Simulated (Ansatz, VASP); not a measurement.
## Be in VASP and in Ansatz

File INCAR:

```
SYSTEM = Be
ALGO = Fast
EDIFF = 1E-7
ENCUT = 520
GGA = PE
ISIF = 2
ISMEAR = 0
LASPH = .True.
LCHARG = .False.
LREAL = .False.
LWAVE = .False.
NBANDS = 9
NELM = 80
PREC = Accurate
SIGMA = 0.15
```

File KPOINTS:

```
k-points
0
Gamma
  24 24 14
  0 0 0
```

POSCAR

```
Be
1.0
    2.2995019849      0.0000000000      0.0000000000
   -1.1497509925      1.9914271350      0.0000000000
    0.0000000000      0.0000000000      3.6009000000
Be
2
Direct
    0.4839790661      0.9679581322      0.1666874948
    0.6666666667      0.3333333333      0.7500000000
```

Input for Ansatz:

```yaml
crystal:
  lattice:
    - [2.2995019849, 0.0, 0.0]
    - [-1.1497509925, 1.991427135, 0.0]
    - [0.0, 0.0, 3.6009]
  atoms:
    - { symbol: Be, position: [0.4839790661, 0.9679581322, 0.1666874948] }
    - { symbol: Be, position: [0.6666666667, 0.3333333333, 0.75] }
basis:
  ecutwfc: 420
kpoints:
  mp_grid: { grid: [24, 24, 14] }
hamiltonian:
  xc: pbe
scf:
  occupations: { method: gaussian, width: 0.15 }
output:
  forces: true
  stress: true
  eigenvalues: true
```

Alike in both runs: task single point; functional PBE; k mesh 24 × 24 × 14; occupations gaussian, width 0.15 eV; no spin polarisation.

```csv
,VASP,Ansatz
version,VASP 6.6.1,Ansatz 0.2.0
potentials or method,"VASP PAW PBE potentials, release 64 (Be), cutoff 520 eV","scalar-relativistic, plane waves, PAW"
valence electrons in the cell,4,4
```

|  | VASP | Ansatz | Ansatz less VASP |
| --- | --- | --- | --- |
| gap on the k mesh at the Fermi level (eV) | none | none | - |
| pressure (GPa) | 12.6 | 12.4 | -0.21 |
| traceless stress, the component that is largest in VASP (GPa) | 35.55 | 35.44 | -0.112 |
| rms of the force components (eV/Å) | 3.150 | 3.134 | -0.0162 |

Atom by atom the forces differ by 0.018 eV/Å (rms over components). A gap of «none» marks a metal or a gap that the smearing closes.
